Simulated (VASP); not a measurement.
# CdF2 (Fm-3m) in VASP: a series of runs

CdF2 is run at these levels: revPBE+D3(BJ), revPBE+D4, BLYP+D4; tasks: single point.

All numbers are computed with VASP 6.6.1; they aren't measurements. Logs are shortened: lines on timing, memory, paths and dates and some standing lists are left out, and cuts for length are marked.

## Step 1: The cell of the first run

The structure is cubic, space group Fm-3m (No. 225). Conventional cell: a = 5.476 Å, b = 5.476 Å, c = 5.476 Å, α = 90.00°, β = 90.00°, γ = 90.00°. Within 3.1 Å of Cd (site symmetry m-3m) lie 8 F at 2.37 Å. Within 3.1 Å of F (site symmetry -43m) lie 4 Cd at 2.37 Å and 6 F at 2.74 Å.

## Step 2: Single point, revPBE+D3(BJ)

The input, INCAR:

```
SYSTEM = CdF2
ALGO = Normal ; EDIFF = 1E-6
ENCUT = 520 ; GGA = RE
ISIF = 2 ; ISMEAR = -1
IVDW = 12 ; LASPH = .TRUE.
LCHARG = .FALSE. ; LREAL = .FALSE.
LWAVE = .FALSE. ; NBANDS = 20
NELM = 80 ; PREC = Accurate
SIGMA = 0.05
```

The input, KPOINTS:

```
k-points
0
G
  9 9 9
  0 0 0
```

The input, POSCAR:

```
CdF2
1.0
    0.0000000000      2.7377648022      2.7377648022
    2.7377648022      0.0000000000      2.7377648022
    2.7377648022      2.7377648022      0.0000000000
Cd F
1 2
Direct
    0.0000000000      0.0000000000      0.0000000000
    0.7500000000      0.7500000000      0.7500000000
    0.2500000000      0.2500000000      0.2500000000
```

Potentials or basis: VASP PAW PBE potentials, release 64 (Cd, F).

On the command line:

```bash
cat potpaw_PBE.64/Cd/POTCAR potpaw_PBE.64/F/POTCAR > POTCAR
mpirun -np 1 vasp_std > vasp.out
```

OUTCAR:

```text
SYSTEM = CdF2
   EDIFF = 1E-6
   ENCUT = 520
   GGA = RE
   ISIF = 2
   ISMEAR = -1
   IVDW = 12
   LASPH = .TRUE.
   LREAL = .FALSE.
   NELM = 80
   PREC = Accurate
 IVDW          = 12

 ion  position               nearest neighbor table
   1  0.000  0.000  0.000-   2 2.37   2 2.37   2 2.37   2 2.37   3 2.37   3 2.37   3 2.37   3 2.37

   2  0.750  0.750  0.750-   1 2.37   1 2.37   1 2.37   1 2.37
   3  0.250  0.250  0.250-   1 2.37   1 2.37   1 2.37   1 2.37

  LATTYP: Found a face centered cubic cell.
 ALAT       =     5.4755296044

  Lattice vectors:

 A1 = (   0.0000000000,   2.7377648022,   2.7377648022)
 A2 = (   2.7377648022,   0.0000000000,   2.7377648022)
 A3 = (   2.7377648022,   2.7377648022,   0.0000000000)

Analysis of symmetry for initial positions (statically):
=====================================================================
 Subroutine PRICEL returns:
 Original cell was already a primitive cell.

 Routine SETGRP: Setting up the symmetry group for a
 face centered cubic supercell.

 Subroutine GETGRP returns: Found 48 space group operations
 (whereof 48 operations were pure point group operations)
 out of a pool of 48 trial point group operations.

The static configuration has the point symmetry O_h .

Analysis of symmetry for dynamics (positions and initial velocities):
=====================================================================
 Subroutine PRICEL returns:
 Original cell was already a primitive cell.

 Routine SETGRP: Setting up the symmetry group for a
 face centered cubic supercell.

 Subroutine GETGRP returns: Found 48 space group operations
 (whereof 48 operations were pure point group operations)
 out of a pool of 48 trial point group operations.

The dynamic configuration has the point symmetry O_h .

 Subroutine INISYM returns: Found 48 space group operations
 (whereof 48 operations are pure point group operations),
 and found     1 'primitive' translations

----------------------------------------------------------------------------------------

                                     Primitive cell

  volume of cell :      41.0410

  direct lattice vectors                    reciprocal lattice vectors
     0.000000000  2.737764802  2.737764802    -0.182630736  0.182630736  0.182630736
     2.737764802  0.000000000  2.737764802     0.182630736 -0.182630736  0.182630736
     2.737764802  2.737764802  0.000000000     0.182630736  0.182630736 -0.182630736

  length of vectors
     3.871784114  3.871784114  3.871784114     0.316325713  0.316325713  0.316325713

  position of ions in fractional coordinates (direct lattice)
     0.000000000  0.000000000  0.000000000
     0.750000000  0.750000000  0.750000000
     0.250000000  0.250000000  0.250000000

  ion indices of the primitive-cell ions
   primitive index   ion index
                 1           1
                 2           2
                 3           3

----------------------------------------------------------------------------------------

 KPOINTS: k-points

Automatic generation of k-mesh.
 Grid dimensions read from file:
 generate k-points for:    9    9    9

 Generating k-lattice:

  Cartesian coordinates                     Fractional coordinates (reciprocal lattice)
    -0.020292304  0.020292304  0.020292304     0.111111111  0.000000000  0.000000000
     0.020292304 -0.020292304  0.020292304     0.000000000  0.111111111  0.000000000
     0.020292304  0.020292304 -0.020292304     0.000000000  0.000000000  0.111111111

  Length of vectors
     0.035147301  0.035147301  0.035147301

  Shift w.r.t. Gamma in fractional coordinates (k-lattice)
     0.000000000  0.000000000  0.000000000

 Subroutine IBZKPT returns following result:
 ===========================================

 Found     35 irreducible k-points:

 Following reciprocal coordinates:
            Coordinates               Weight
  0.000000  0.000000  0.000000      1.000000
  0.111111  0.000000  0.000000      8.000000
  0.222222  0.000000  0.000000      8.000000
  0.333333  0.000000  0.000000      8.000000
  0.444444  0.000000  0.000000      8.000000
  0.111111  0.111111  0.000000      6.000000
[... 16 lines left out ...]
 -0.333333  0.333333  0.000000     12.000000
  0.444444  0.444444  0.000000      6.000000
 [... further k-points ...]
   k-points           NKPTS =     35   k-points in BZ     NKDIM =     35   number of bands    NBANDS=     20
   number of dos      NEDOS =    301   number of ions     NIONS =      3
   total plane-waves  NPLWV =  27000
   dimension x,y,z NGX =    30 NGY =   30 NGZ =   30
   dimension x,y,z NGXF=    60 NGYF=   60 NGZF=   60
   ions per type =               1   2
   NGX,Y,Z   is equivalent  to a cutoff of  12.88, 12.88, 12.88 a.u.
   NGXF,Y,Z  is equivalent  to a cutoff of  25.76, 25.76, 25.76 a.u.
 SYSTEM =  CdF2
   PREC   = accura    normal or accurate (medium, high low for compatibility)
   ISTART =      0    job   : 0-new  1-cont  2-samecut
   ICHARG =      2    charge: 1-file 2-atom 10-const
   ISPIN  =      1    spin polarized calculation?
   LNONCOLLINEAR =      F non collinear calculations
   LSORBIT =      F    spin-orbit coupling
   LASPH  =      T    aspherical Exc in radial PAW
   ENCUT  =  520.0 eV  38.22 Ry    6.18 a.u.   7.20  7.20  7.20*2*pi/ulx,y,z
   NELM   =     80;   NELMIN=  2; NELMDL= -5     # of ELM steps
   EDIFF  = 0.1E-05   stopping-criterion for ELM
   LREAL  =      F    real-space projection
   EDIFFG = 0.1E-04   stopping-criterion for IOM
   NSW    =      0    number of steps for IOM
   IBRION =     -1    ionic relax: 0-MD 1-quasi-New 2-CG
   NFREE  =      0    steps in history (QN), initial steepest desc. (CG)
   ISIF   =      2    stress and relaxation
   ISYM   =      2    0-nonsym 1-usesym 2-fastsym
   POTIM  = 0.5000    time-step for ionic-motion
   TEBEG  =    0.0;   TEEND  =   0.0 temperature during run
   PSTRESS=    0.0 pullay stress
   NELECT =      26.0000    total number of electrons
   NUPDOWN=      -1.0000    fix difference up-down
   EMIN   =  10.00;   EMAX   =-10.00  energy-range for DOS
   EFERMI =   0.00;   METHOD = LEGACY
   ISMEAR =    -1;   SIGMA  =   0.05  broadening in eV -4-tet -1-fermi 0-gaus
   EFERMI_NEDOS =   21; number of points for ismear=-14 and -15
   IALGO  =     38    algorithm
   IMIX   =      4    mixing-type and parameters
     AMIX     =   0.40;   BMIX     =  1.00
     AMIX_MAG =   1.60;   BMIX_MAG =  1.00
  volume/ion in A,a.u.               =      13.68        92.32
  Fermi-wavevector in a.u.,A,eV,Ry     =   1.406025  2.657003 26.897456  1.976907
  Thomas-Fermi vector in A             =   2.528427
   LORBIT       =      0    0 simple, 1 ext, 2 COOP (PROOUT), +10 PAW based schemes
   GGA     = RE    functional components
   LHFCALC =     F    Hartree Fock is set to
   AEXX    =    0.0000 exact exchange contribution
   IVDW    =    12    specifies the selected vdW correction
   LEPSILON=     F    determine dielectric tensor
   LRPA    =     F    only Hartree local field effects (RPA)
 non-spin polarized calculation
  energy-cutoff  :      520.00
  volume of cell :       41.04
 maximum number of plane-waves:      1125
 NGX is ok and might be reduce to    30
   NGX = 15   NGY = 15   NGZ = 15

 number of electron      25.9999994 magnetization

 Free energy of the ion-electron system (eV)
  ---------------------------------------------------
  ext. energy  EPLUGINS =         0.00000000
  ---------------------------------------------------
  free energy    TOTEN  =       -10.04525302 eV

  energy without entropy =      -10.04525302  energy(sigma->0) =      -10.04525302

 E-fermi :  -0.4680     XC(G=0):  -9.8546

 val. band max:       -1.5406279807   @ k =  -0.3333   0.4444   0.2222
 cond. band min:       1.5401502073   @ k =   0.0000   0.0000   0.0000
 fundamental gap:      3.0807781881
 Fermi energy:        -0.4679942896

 k-point     1 :       0.0000    0.0000    0.0000
  band No.  band energies     occupation
      1     -22.1317      2.00000
      2     -21.1728      2.00000
      3      -7.0122      2.00000
      4      -7.0122      2.00000
      5      -7.0122      2.00000
      6      -6.0302      2.00000
[... 12 lines left out ...]
     19      18.1923      0.00000
     20      18.1923      0.00000

 k-point     2 :       0.1111    0.0000    0.0000
  band No.  band energies     occupation
      1     -22.0987      2.00000
      2     -21.2030      2.00000
      3      -6.9715      2.00000
      4      -6.9715      2.00000
      5      -6.8979      2.00000
      6      -6.0409      2.00000
[... 12 lines left out ...]
     19      17.8656      0.00000
     20      17.8656      0.00000

 k-point     3 :       0.2222    0.0000    0.0000
  band No.  band energies     occupation
      1     -22.0036      2.00000
      2     -21.2870      2.00000
      3      -6.8729      2.00000
      4      -6.8729      2.00000
      5      -6.5864      2.00000
      6      -6.0532      2.00000
[... 12 lines left out ...]
     19      17.2812      0.00000
     20      17.8164      0.00000

 k-point     4 :       0.3333    0.0000    0.0000
  band No.  band energies     occupation
      1     -21.8678      2.00000
      2     -21.4080      2.00000
      3      -6.7775      2.00000
      4      -6.7775      2.00000
      5      -6.1753      2.00000
      6      -6.0282      2.00000
[... 12 lines left out ...]
     19      16.8188      0.00000
     20      17.6103      0.00000

 k-point     5 :       0.4444    0.0000    0.0000
  band No.  band energies     occupation
      1     -21.7164      2.00000
      2     -21.5495      2.00000
      3      -6.7324      2.00000
      4      -6.7323      2.00000
      5      -5.9778      2.00000
      6      -5.9778      2.00000
[... 12 lines left out ...]
     19      16.5807      0.00000
     20      17.1675      0.00000
[... 353 lines left out ...]
      6      -5.9529      2.00000
[... 12 lines left out ...]
     19      18.3390      0.00000
     20      19.2960      0.00000

 k-point    22 :      -0.4444    0.3333    0.0000
  band No.  band energies     occupation
      1     -21.6876      2.00000
      2     -21.5450      2.00000
      3      -6.6059      2.00000
      4      -6.3468      2.00000
      5      -6.1519      2.00000
      6      -6.0138      2.00000
[... 12 lines left out ...]
     19      18.9342      0.00000
     20      18.9911      0.00000

 k-point    23 :      -0.3333    0.3333    0.0000
  band No.  band energies     occupation
      1     -21.6274      2.00000
      2     -21.6108      2.00000
      3      -6.5785      2.00000
      4      -6.3938      2.00000
      5      -6.1089      2.00000
      6      -6.0131      2.00000
[... 12 lines left out ...]
     19      17.8080      0.00000
     20      19.9809      0.00000

 k-point    24 :       0.4444    0.4444    0.0000
  band No.  band energies     occupation
      1     -21.7431      2.00000
      2     -21.4848      2.00000
      3      -6.7201      2.00000
      4      -6.2608      2.00000
      5      -6.2608      2.00000
      6      -5.9357      2.00000
[... 12 lines left out ...]
     19      17.6890      0.00000
     20      19.7375      0.00000

 [... further k-points ...]

------------------------ aborting loop because EDIFF is reached ----------------------------------------

 Edisp (eV)   -0.94381

 E8    (eV) :    -0.6151

  FORCE on cell =-STRESS in cart. coord.  units (eV):
  Direction    XX          YY          ZZ          XY          YZ          ZX
  --------------------------------------------------------------------------------------
  -------------------------------------------------------------------------------------
  Total       0.15650     0.15650     0.15650     0.00000     0.00000     0.00000
  in kB       6.10938     6.10938     6.10938     0.00000     0.00000     0.00000
  external pressure =        6.11 kB  Pullay stress =        0.00 kB

 VOLUME and BASIS-vectors are now :
 -----------------------------------------------------------------------------
  energy-cutoff  :      520.00
  volume of cell :       41.04
      direct lattice vectors                 reciprocal lattice vectors
     0.000000000  2.737764802  2.737764802    -0.182630736  0.182630736  0.182630736
     2.737764802  0.000000000  2.737764802     0.182630736 -0.182630736  0.182630736
     2.737764802  2.737764802  0.000000000     0.182630736  0.182630736 -0.182630736

 POSITION                                       TOTAL-FORCE (eV/Angst)
 -----------------------------------------------------------------------------------
      0.00000      0.00000      0.00000         0.000000     -0.000000      0.000000
      4.10665      4.10665      4.10665        -0.000000     -0.000000     -0.000000
      1.36888      1.36888      1.36888         0.000000      0.000000      0.000000
 -----------------------------------------------------------------------------------
    total drift:                                0.000000     -0.000000      0.000000

  FREE ENERGIE OF THE ION-ELECTRON SYSTEM (eV)
  ---------------------------------------------------
  free  energy   TOTEN  =       -10.9890648607 eV

  energy  without entropy=      -10.9890648606  energy(sigma->0) =      -10.98906486
```

Wall time 16 s (1 thread of Intel Xeon 6975P-C (Granite Rapids), shared host); peak memory 0.19 GiB.

Results:

| Item | Value |
| --- | --- |
| Free energy | -10.9891 eV |
| Pressure | 0.6 GPa |
| Band gap on the k mesh | 3.08 eV (least direct gap 3.62 eV) |
| Dispersion energy per atom | -0.315 eV |

Levels at points of the mesh, in eV from the valence-band top:
```
           k point  band 9  band 10  band 11  band 12  band 13  band 14  band 15  band 16  band 17  band 18
(0.00, 0.00, 0.00)   -0.82    -0.82    -0.53    -0.53    -0.53     3.08    12.67    12.67    12.67    17.60
```

Caveat: the PAW data sets were made with another functional, which shifts forces and pressure a little; an odd mesh through Γ misses points on the zone boundary, where band edges can lie.

(Part 1 of 2 ends here.)
